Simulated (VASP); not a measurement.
Set up this calculation in VASP 6.6.1, as the native input.

* Task: single point
* Functional: PBE
* Dispersion: D3(BJ)
* Potentials or basis: VASP PAW PBE potentials, release 64 (Ge_d)
* Cutoff: 410 eV
* k mesh: 6 × 6 × 1
* Occupations: gaussian, width 0.04 eV
* Spin: no spin polarisation
* Dipole correction: yes
* Further INCAR settings: ALGO = Normal; EDIFF = 1e-06; NBANDS = 51; NELMDL = -8

The structure of Ge lies in POSCAR:

```
Ge
1.0
    0.0000000000      6.9649091446      0.0000000000
   -6.0317882543     -3.4824545723      0.0000000000
    0.0000000000      0.0000000000     23.7502739144
Ge
6
Direct
    0.5238095490      0.9047619804      0.6307730778
    0.1904762157      0.2380953137      0.6278167829
    0.8571428824      0.5714286471      0.6375431162
    0.1948317579      0.5704038553      0.6680378036
    0.8581676742      0.9101423144      0.6680378036
    0.5184292150      0.2337397716      0.6680378036
```

The input as run:

INCAR

```
SYSTEM = Ge
  ALGO = Normal
  DIPOL = 0.5 0.5 0.650
  EDIFF = 1E-6
  ENCUT = 410
  GGA = PE
  GGA_COMPAT = .False.
  IDIPOL = 3
  ISIF = 2
  ISMEAR = 0
  IVDW = 12
  LASPH = .True.
  LCHARG = .True.
  LDIPOL = .True.
  LELF = .True.
  LREAL = .False.
  LVACPOTAV = .True.
  LVHAR = .True.
  LWAVE = .False.
  NBANDS = 51
  NELM = 120
  NELMDL = -8
  PREC = Accurate
  SIGMA = 0.04
```

KPOINTS

```
k-points
0
Gamma
  6 6 1
  0 0 0
```

Potentials or basis: VASP PAW PBE potentials, release 64 (Ge_d).

Run with:

```bash
$ cat potpaw_PBE.64/Ge_d/POTCAR > POTCAR
$ mpirun -np 1 vasp_std > vasp.out
```

It gave:

```
Largest force              : 0.825 eV/Å
Band gap on the k mesh     : 0.08 eV
Dispersion energy per atom : -0.154 eV
```

Caveat: semilocal functionals underestimate gaps, and a narrow one can read as zero.

Run time: 8.2 min on 1 thread of Oxide Virtual Turin-like Processor, with other jobs on the host, peak memory 0.79 GiB.
